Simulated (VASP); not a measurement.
Crystal: PbO.

```
CELL_PARAMETERS angstrom
3.95298 0.00000 0.00000
0.00000 3.95298 0.00000
0.00000 0.00000 5.17720
ATOMIC_POSITIONS crystal
Pb 0.00000 0.50000 0.22878
Pb 0.50000 0.00000 0.77122
O 0.50000 0.50000 0.00000
O 0.00000 0.00000 0.00000
```

| Property | Result |
| --- | --- |
| Program | VASP 6.6.1 |
| Task | relaxation of cell and atoms |
| Functional | PBE |
| Potentials or basis | VASP PAW PBE potentials, release 64 (Pb_d, O) |
| Cutoff | 600 eV |
| k mesh | 8 × 8 × 6 |
| Occupations | gaussian, width 0.02 eV |
| Spin | no spin polarisation |

At the start: pressure 5.3 GPa; volume 20.22 Å³/atom.

Where does the relaxation end?

Over 21 steps the energy falls by 24.1 meV/atom and the volume is 22.79 Å³/atom (+12.7 %); space group P4/nmm (No. 129, to 0.1 Å) before and after.

Step by step:
```csv
step,energy change (eV),largest force (eV/Å),pressure (GPa),volume (Å³)
1,0.0000,0.6418,5.29,80.90
2,-0.0170,1.0026,-3.36,88.97
3,-0.0756,0.2897,0.25,85.02
4,-0.0834,0.1892,0.19,85.70
5,-0.0870,0.0097,-0.01,87.17
6,-0.0877,0.0430,0.03,86.76
7,-0.0887,0.0196,0.15,86.91
8,-0.0909,0.0503,0.41,87.35
9,-0.0911,0.1985,1.02,88.21
10,-0.0917,0.1311,0.76,87.83
11,-0.0920,0.1276,0.73,87.91
12,-0.0927,0.1131,0.65,88.15
13,-0.0941,0.0854,0.52,88.65
14,-0.0957,0.0297,0.25,89.63
15,-0.0958,0.0792,-0.21,91.59
16,-0.0963,0.0268,0.02,90.65
17,-0.0963,0.0315,-0.01,90.76
18,-0.0964,0.0269,-0.01,90.82
19,-0.0964,0.0145,0.01,90.97
20,-0.0965,0.0116,0.05,91.29
21,-0.0965,0.0003,0.03,91.16
```

Final structure:
```
Pb O
1.0
     4.05493    0.00000    0.00000
     0.00000    4.05493    0.00000
     0.00000    0.00000    5.54420
Pb O
2 2
Direct
  0.00000 0.50000 0.21507
  0.50000 0.00000 0.78493
  0.50000 0.50000 0.00000
  0.00000 0.00000 0.00000
```
